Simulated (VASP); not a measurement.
# TiCo (Pm-3m) in VASP: further runs

Runs on TiCo. Level: PBE. Tasks: single point.

Everything below comes from runs of VASP 6.6.1. Logs are shortened: lines on timing, memory, paths and dates and some standing lists are left out, and cuts for length are marked.

### Step 1. The cell of the first run

It takes space group Pm-3m (No. 221, cubic). The conventional cell has a = 2.955 Å, b = 2.955 Å, c = 2.955 Å, α = 90.00°, β = 90.00°, γ = 90.00°. Within 3.4 Å of Ti (site symmetry m-3m) lie 8 Co at 2.56 Å and 6 Ti at 2.96 Å. Co (site symmetry m-3m) has 8 Ti at 2.56 Å and 6 Co at 2.96 Å within 3.4 Å.

### Step 2. Single point, PBE, collinear spin, ferromagnetic start (volume scaled by 0.97)

INCAR

```
PREC     = Accurate       # precision mode
ENCUT    = 520            # plane-wave cutoff, eV
EDIFF    = 1E-6           # SCF threshold, eV
ISMEAR   = 0              # smearing method
SIGMA    = 0.1            # smearing width, eV
LREAL    = False          # projectors in reciprocal space
LASPH    = True           # aspherical terms in the spheres
NELM     = 150            # most SCF steps
ALGO     = Normal         # electronic algorithm
ISIF     = 2              # what is computed and relaxed
LWAVE    = False          # write WAVECAR
LCHARG   = True           # write CHGCAR
ISPIN    = 2              # spin polarisation
MAGMOM   = 0 1.09         # initial moments
LORBIT   = 11             # projections on sites
LMAXMIX  = 4              # l up to which the mixer works
GGA      = PE             # functional
LELF     = True           # ELF
LVHAR    = True         
NBANDS   = 22             # bands
```

KPOINTS

```
Automatic mesh
0
Gamma
  14 14 14
```

POSCAR

```
TiCo
1.0
    2.9554277812      0.0000000000      0.0000000000
    0.0000000000      2.9554277812      0.0000000000
    0.0000000000      0.0000000000      2.9554277812
Ti Co
1 1
Direct
    0.0000000000      0.0000000000      0.0000000000
    0.5000000000      0.5000000000      0.5000000000
```

Potentials or basis: VASP PAW PBE potentials, release 64 (Ti_sv, Co).

Command:

```
> cat potpaw_PBE.64/Ti_sv/POTCAR potpaw_PBE.64/Co/POTCAR > POTCAR
> mpirun -np 1 vasp_std > vasp.out
```

OUTCAR:

```text
PREC = Accurate
   ENCUT = 520
   EDIFF = 1E-6
   ISMEAR = 0
   LREAL = False
   LASPH = True
   NELM = 150
   ISIF = 2
   ISPIN = 2
   LORBIT = 11
   GGA = PE

 ion  position               nearest neighbor table
   1  0.000  0.000  0.000-   2 2.56   2 2.56   2 2.56   2 2.56   2 2.56   2 2.56   2 2.56   2 2.56

   2  0.500  0.500  0.500-   1 2.56   1 2.56   1 2.56   1 2.56   1 2.56   1 2.56   1 2.56   1 2.56

  LATTYP: Found a simple cubic cell.
 ALAT       =     2.9554277812

  Lattice vectors:

 A1 = (   2.9554277812,   0.0000000000,   0.0000000000)
 A2 = (   0.0000000000,   2.9554277812,   0.0000000000)
 A3 = (   0.0000000000,   0.0000000000,   2.9554277812)

Analysis of symmetry for initial positions (statically):
=====================================================================
 Subroutine PRICEL returns:
 Original cell was already a primitive cell.

 Routine SETGRP: Setting up the symmetry group for a
 simple cubic supercell.

 Subroutine GETGRP returns: Found 48 space group operations
 (whereof 48 operations were pure point group operations)
 out of a pool of 48 trial point group operations.

The static configuration has the point symmetry O_h .

Analysis of symmetry for dynamics (positions and initial velocities):
=====================================================================
 Subroutine PRICEL returns:
 Original cell was already a primitive cell.

 Routine SETGRP: Setting up the symmetry group for a
 simple cubic supercell.

 Subroutine GETGRP returns: Found 48 space group operations
 (whereof 48 operations were pure point group operations)
 out of a pool of 48 trial point group operations.

The dynamic configuration has the point symmetry O_h .

Analysis of structural, dynamic, and magnetic symmetry:
=====================================================================
 Subroutine PRICEL returns:
 Original cell was already a primitive cell.

 Routine SETGRP: Setting up the symmetry group for a
 simple cubic supercell.

 Subroutine GETGRP returns: Found 48 space group operations
 (whereof 48 operations were pure point group operations)
 out of a pool of 48 trial point group operations.

The overall configuration has the point symmetry O_h .

 Subroutine INISYM returns: Found 48 space group operations
 (whereof 48 operations are pure point group operations),
 and found     1 'primitive' translations

----------------------------------------------------------------------------------------

                                     Primitive cell

  volume of cell :      25.8143

  direct lattice vectors                    reciprocal lattice vectors
     2.955427781  0.000000000  0.000000000     0.338360493  0.000000000  0.000000000
     0.000000000  2.955427781  0.000000000     0.000000000  0.338360493  0.000000000
     0.000000000  0.000000000  2.955427781     0.000000000  0.000000000  0.338360493

  length of vectors
     2.955427781  2.955427781  2.955427781     0.338360493  0.338360493  0.338360493

  position of ions in fractional coordinates (direct lattice)
     0.000000000  0.000000000  0.000000000
     0.500000000  0.500000000  0.500000000

  ion indices of the primitive-cell ions
   primitive index   ion index
                 1           1
                 2           2

----------------------------------------------------------------------------------------

 KPOINTS: Automatic mesh

Automatic generation of k-mesh.
 Grid dimensions read from file:
 generate k-points for:   14   14   14

 Generating k-lattice:

  Cartesian coordinates                     Fractional coordinates (reciprocal lattice)
     0.024168607  0.000000000  0.000000000     0.071428571  0.000000000  0.000000000
     0.000000000  0.024168607  0.000000000     0.000000000  0.071428571  0.000000000
     0.000000000  0.000000000  0.024168607     0.000000000  0.000000000  0.071428571

  Length of vectors
     0.024168607  0.024168607  0.024168607

  Shift w.r.t. Gamma in fractional coordinates (k-lattice)
     0.000000000  0.000000000  0.000000000

 Subroutine IBZKPT returns following result:
 ===========================================

 Found    120 irreducible k-points:

 Following reciprocal coordinates:
            Coordinates               Weight
  0.000000  0.000000  0.000000      1.000000
  0.071429  0.000000  0.000000      6.000000
  0.142857  0.000000  0.000000      6.000000
  0.214286  0.000000  0.000000      6.000000
  0.285714  0.000000  0.000000      6.000000
  0.357143  0.000000  0.000000      6.000000
[... 16 lines left out ...]
  0.285714  0.214286  0.000000     24.000000
  0.357143  0.214286  0.000000     24.000000
 [... further k-points ...]
   k-points           NKPTS =    120   k-points in BZ     NKDIM =    120   number of bands    NBANDS=     22
   number of dos      NEDOS =    301   number of ions     NIONS =      2
   total plane-waves  NPLWV =  13824
   dimension x,y,z NGX =    24 NGY =   24 NGZ =   24
   dimension x,y,z NGXF=    48 NGYF=   48 NGZF=   48
   ions per type =               1   1
   NGX,Y,Z   is equivalent  to a cutoff of  13.50, 13.50, 13.50 a.u.
   NGXF,Y,Z  is equivalent  to a cutoff of  27.00, 27.00, 27.00 a.u.
 SYSTEM =  unknown system
   PREC   = accura    normal or accurate (medium, high low for compatibility)
   ISTART =      0    job   : 0-new  1-cont  2-samecut
   ICHARG =      2    charge: 1-file 2-atom 10-const
   ISPIN  =      2    spin polarized calculation?
   LNONCOLLINEAR =      F non collinear calculations
   LSORBIT =      F    spin-orbit coupling
   LASPH  =      T    aspherical Exc in radial PAW
   ENCUT  =  520.0 eV  38.22 Ry    6.18 a.u.   5.50  5.50  5.50*2*pi/ulx,y,z
   NELM   =    150;   NELMIN=  2; NELMDL= -5     # of ELM steps
   EDIFF  = 0.1E-05   stopping-criterion for ELM
   LREAL  =      F    real-space projection
   EDIFFG = 0.1E-04   stopping-criterion for IOM
   NSW    =      0    number of steps for IOM
   IBRION =     -1    ionic relax: 0-MD 1-quasi-New 2-CG
   NFREE  =      0    steps in history (QN), initial steepest desc. (CG)
   ISIF   =      2    stress and relaxation
   ISYM   =      2    0-nonsym 1-usesym 2-fastsym
   POTIM  = 0.5000    time-step for ionic-motion
   TEBEG  =    0.0;   TEEND  =   0.0 temperature during run
   PSTRESS=    0.0 pullay stress
   NELECT =      21.0000    total number of electrons
   NUPDOWN=      -1.0000    fix difference up-down
   EMIN   =  10.00;   EMAX   =-10.00  energy-range for DOS
   EFERMI =   0.00;   METHOD = LEGACY
   ISMEAR =     0;   SIGMA  =   0.10  broadening in eV -4-tet -1-fermi 0-gaus
   EFERMI_NEDOS =   21; number of points for ismear=-14 and -15
   IALGO  =     38    algorithm
   IMIX   =      4    mixing-type and parameters
     AMIX     =   0.40;   BMIX     =  1.00
     AMIX_MAG =   1.60;   BMIX_MAG =  1.00
  volume/ion in A,a.u.               =      12.91        87.10
  Fermi-wavevector in a.u.,A,eV,Ry     =   1.528249  2.887973 31.777037  2.335546
  Thomas-Fermi vector in A             =   2.636034
   LORBIT       =     11    0 simple, 1 ext, 2 COOP (PROOUT), +10 PAW based schemes
   GGA     = PE    functional components
   LHFCALC =     F    Hartree Fock is set to
   AEXX    =    0.0000 exact exchange contribution
   IVDW    =     0    specifies the selected vdW correction
   LEPSILON=     F    determine dielectric tensor
   LRPA    =     F    only Hartree local field effects (RPA)
 spin polarized calculation
 Gauss-broadening in eV      SIGMA  =   0.10
  energy-cutoff  :      520.00
  volume of cell :       25.81
 maximum number of plane-waves:       739
 NGX is ok and might be reduce to    24
   NGX = 11   NGY = 11   NGZ = 11

 number of electron      20.9999994 magnetization       0.8236228

 Free energy of the ion-electron system (eV)
  ---------------------------------------------------
  ext. energy  EPLUGINS =         0.00000000
  ---------------------------------------------------
  free energy    TOTEN  =       -15.66855036 eV

  energy without entropy =      -15.65795949  energy(sigma->0) =      -15.66325493

 E-fermi :  10.3426     XC(G=0): -12.7406

 val. band max:       10.3420607530   @ k =   0.5000   0.4286   0.4286
 cond. band min:      10.3484770630   @ k =   0.3571   0.2857   0.2143
 fundamental gap:      0.0064163101
 Fermi energy:        10.3425885201

 spin component 1

 k-point     1 :       0.0000    0.0000    0.0000
  band No.  band energies     occupation
      1     -46.7701      1.00000
      2     -22.8537      1.00000
      3     -22.8537      1.00000
      4     -22.8537      1.00000
      5       2.5183      1.00000
      6       6.0280      1.00000
[... 14 lines left out ...]
     21      30.3228      0.00000
     22      31.5198      0.00000

 k-point     2 :       0.0714    0.0000    0.0000
  band No.  band energies     occupation
      1     -46.7683      1.00000
      2     -22.8705      1.00000
      3     -22.8524      1.00000
      4     -22.8524      1.00000
      5       2.6225      1.00000
      6       6.0697      1.00000
[... 542 lines left out ...]
 k-point    24 :       0.3571    0.2143    0.0000
  band No.  band energies     occupation
      1     -46.7278      1.00000
      2     -23.1062      1.00000
      3     -22.9552      1.00000
      4     -22.8222      1.00000
      5       5.2954      1.00000
      6       6.6728      1.00000
[... 14 lines left out ...]
     21      28.7013      0.00000
     22      30.3398      0.00000

 [... further k-points ...]

 spin component 2

 k-point     1 :       0.0000    0.0000    0.0000
  band No.  band energies     occupation
      1     -46.7647      1.00000
      2     -22.8489      1.00000
      3     -22.8489      1.00000
      4     -22.8489      1.00000
      5       2.5210      1.00000
      6       6.6499      1.00000
[... 14 lines left out ...]
     21      30.4894      0.00000
     22      31.4249      0.00000

 k-point     2 :       0.0714    0.0000    0.0000
  band No.  band energies     occupation
      1     -46.7629      1.00000
      2     -22.8658      1.00000
      3     -22.8476      1.00000
      4     -22.8476      1.00000
      5       2.6254      1.00000
      6       6.6994      1.00000
[... 542 lines left out ...]
 k-point    24 :       0.3571    0.2143    0.0000
  band No.  band energies     occupation
      1     -46.7221      1.00000
      2     -23.1039      1.00000
      3     -22.9515      1.00000
      4     -22.8173      1.00000
      5       5.3717      1.00000
      6       7.1655      1.00000
[... 14 lines left out ...]
     21      28.6268      0.00000
     22      30.4095      0.00000

 [... further k-points ...]
[... 5 lines left out ...]
  --------------------------------------------------------------------------------------
  -------------------------------------------------------------------------------------
  Total        0.7376685      0.7376685      0.7376685     -0.0000000      0.0000000      0.0000000
  in kB       45.7836861     45.7836861     45.7836861     -0.0000000      0.0000000      0.0000000
  external PRESSURE =      45.7836861 kB  Pullay stress =       0.0000000 kB

 VOLUME and BASIS-vectors are now :
 -----------------------------------------------------------------------------
  energy-cutoff  :      520.00
  volume of cell :       25.81
      direct lattice vectors                 reciprocal lattice vectors
     2.955427781  0.000000000  0.000000000     0.338360493  0.000000000  0.000000000
     0.000000000  2.955427781  0.000000000     0.000000000  0.338360493  0.000000000
     0.000000000  0.000000000  2.955427781     0.000000000  0.000000000  0.338360493

 POSITION                                       TOTAL-FORCE (eV/Angst)
 -----------------------------------------------------------------------------------
      0.00000      0.00000      0.00000         0.000000      0.000000      0.000000
      1.47771      1.47771      1.47771         0.000000      0.000000      0.000000
 -----------------------------------------------------------------------------------
    total drift:                                0.000000      0.000000     -0.000000

  FREE ENERGIE OF THE ION-ELECTRON SYSTEM (eV)
  ---------------------------------------------------
  free  energy   TOTEN  =       -15.6685503630 eV

  energy  without entropy=      -15.6579594891  energy(sigma->0) =      -15.66325493

 total charge

# of ion       s       p       d       tot
------------------------------------------
    1        2.254   6.190   1.887  10.332
    2        0.537   0.478   7.325   8.341
--------------------------------------------------
tot          2.792   6.669   9.212  18.672

 magnetization (x)

# of ion       s       p       d       tot
------------------------------------------
    1       -0.002  -0.011   0.002  -0.012
    2        0.028  -0.003   0.851   0.875
--------------------------------------------------
tot          0.026  -0.015   0.852   0.863
```

Wall time 47 s (1 thread of Intel Xeon 6975P-C (Granite Rapids), shared host); peak memory 0.23 GiB.

Results:

* Free energy: -15.6686 eV
* Pressure: 4.6 GPa
* Net moment: 0.82 μB per cell
* Site moments: Ti -0.01; Co +0.88 μB
* Valence electrons inside the program's atomic spheres: Ti 10.33; Co 8.34

Levels at points of the mesh, in eV from the Fermi level:
Spin up:
| k point | band 9 | band 10 | band 11 | band 12 | band 13 | band 14 |
| --- | --- | --- | --- | --- | --- | --- |
| (0.00, 0.00, 0.00) | -1.91 | -1.91 | 0.51 | 0.51 | 2.77 | 2.77 |
| (0.50, 0.00, 0.00) | -2.02 | -1.53 | -0.77 | -0.54 | 0.66 | 0.66 |
| (0.50, 0.50, 0.00) | -1.48 | -0.75 | 0.67 | 0.67 | 1.14 | 2.54 |
| (0.50, 0.50, 0.50) | -2.18 | -2.18 | -1.45 | -1.45 | 3.30 | 3.30 |
Spin down:
```tsv
k point	band 6	band 7	band 8	band 9	band 10	band 11	band 12	band 13	band 14	band 15
(0.00, 0.00, 0.00)	-3.69	-3.69	-1.40	-1.40	-1.40	1.04	1.04	2.87	2.87	2.87
(0.50, 0.00, 0.00)	-3.88	-2.01	-1.47	-1.47	-0.95	-0.86	0.58	0.69	0.69	2.33
(0.50, 0.50, 0.00)	-3.83	-2.40	-2.40	-0.06	0.27	0.65	0.65	1.30	2.73	2.73
(0.50, 0.50, 0.50)	-2.41	-2.41	-2.17	-2.17	-2.17	-0.03	-0.03	3.26	3.26	7.45
```

[end of part 1 of 2]
